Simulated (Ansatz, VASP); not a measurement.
# Cd: VASP beside Ansatz

File INCAR:

```
SYSTEM = Cd
PREC = Accurate
ENCUT = 520
EDIFF = 1E-6
ISMEAR = 0
SIGMA = 0.15
LREAL = .False.
LASPH = .True.
NELM = 100
ALGO = Fast
ISIF = 2
LWAVE = .False.
LCHARG = .False.
GGA = PE
NBANDS = 19
```

KPOINTS

```
regular mesh
0
Gamma
  24 24 10
  0 0 0
```

File POSCAR:

```
Cd
1.0
    3.0628282248      0.0000000000      0.0000000000
   -1.5314141124      2.6524870501      0.0000000000
    0.0000000000      0.0000000000      5.3138981866
Cd
2
Direct
    0.3333333333      0.6666666667      0.2500000000
    0.6666666667      0.3333333333      0.7500000000
```

Input for Ansatz:

```yaml
crystal:
  lattice:
    - [3.0628282248, 0.0, 0.0]
    - [-1.5314141124, 2.6524870501, 0.0]
    - [0.0, 0.0, 5.3138981866]
  atoms:
    - { symbol: Cd, position: [0.3333333333, 0.6666666667, 0.25] }
    - { symbol: Cd, position: [0.6666666667, 0.3333333333, 0.75] }
basis:
  ecutwfc: 420
kpoints:
  mp_grid: { grid: [24, 24, 10] }
hamiltonian:
  xc: pbe
scf:
  occupations: { method: gaussian, width: 0.15 }
output:
  forces: true
  stress: true
  eigenvalues: true
  write_density: true
  write_potential: true
  elf: true
  volumetric_format: npy
```

Alike in both runs: task single point; functional PBE; k mesh 24 × 24 × 10; occupations gaussian, width 0.15 eV; no spin polarisation.

|  | VASP | Ansatz |
| --- | --- | --- |
| version | VASP 6.6.1 | Ansatz 0.2.0 |
| potentials or method | VASP PAW PBE potentials, release 64 (Cd), cutoff 520 eV | scalar-relativistic, plane waves, PAW |
| valence electrons in the cell | 24 | 40 |

|  | VASP | Ansatz | Ansatz less VASP |
| --- | --- | --- | --- |
| gap on the k mesh at the Fermi level (eV) | none | none | - |
| pressure (GPa) | 2.6 | 2.3 | -0.35 |
| traceless stress, the component that is largest in VASP (GPa) | 0.44 | 0.51 | +0.072 |

A gap of «none» marks a metal or a gap that the smearing closes. VASP's potentials hold 24 valence electrons a cell and Ansatz's 40, so a difference there can come from the potentials and not from the codes.
